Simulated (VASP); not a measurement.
A run of VASP 6.6.1:

INCAR

```
SYSTEM = Mn2SbN3
PREC     = Accurate       ! precision mode
ENCUT    = 600            ! plane-wave cutoff, eV
EDIFF    = 1E-6           ! SCF threshold, eV
ISMEAR   = 0              ! smearing method
SIGMA    = 0.15           ! smearing width, eV
LREAL    = .False.        ! projectors in reciprocal space
LASPH    = .True.         ! aspherical terms in the spheres
NELM     = 150            ! most SCF steps
ALGO     = Normal         ! electronic algorithm
ISIF     = 3              ! what is computed and relaxed
LWAVE    = .False.        ! write WAVECAR
LCHARG   = .False.        ! write CHGCAR
ISPIN    = 2              ! spin polarisation
MAGMOM   = 4 4 0 0 0 0    ! initial moments
LORBIT   = 11             ! projections on sites
LMAXMIX  = 4              ! l up to which the mixer works
GGA      = PE             ! functional
IBRION   = 2              ! ionic algorithm
NSW      = 36             ! ionic steps
EDIFFG   = -0.08          ! ionic threshold
```

Contents of KPOINTS:

```
regular mesh
0
Gamma
  3 3 3
  0 0 0
```

The input POSCAR:

```
Mn2SbN3
1.0
    2.7190429400      1.5698401700      3.8887707500
   -2.7190429400      1.5698401700      3.8887707500
    0.0000000000     -3.1396803400      3.8887707500
Mn Sb N
2 1 3
Direct
    0.7725555100      0.7725555100      0.7725555100
    0.2274444900      0.2274444900      0.2274444900
    0.5000000000      0.5000000000      0.5000000000
    0.0000000000      0.0000000000      0.5000000000
    0.5000000000      0.0000000000      0.0000000000
    0.0000000000      0.5000000000      0.0000000000
```

Potentials or basis: VASP PAW PBE potentials, release 64 (Mn_pv, Sb, N).

Launch:

```console
$ cat potpaw_PBE.64/Mn_pv/POTCAR potpaw_PBE.64/Sb/POTCAR potpaw_PBE.64/N/POTCAR > POTCAR
$ mpirun -np 1 vasp_std > vasp.out
```

Hardware: 1 thread of AMD EPYC 9R45 96-Core Processor (Zen 5), on a shared host.

Q: Estimate the wall time of this run.

A: Run time: 6.9 min on 1 thread of AMD EPYC 9R45 96-Core Processor (Zen 5), on a shared host, peak memory 0.28 GiB. Counts: scf iterations 159, k points 6, ion steps 15.
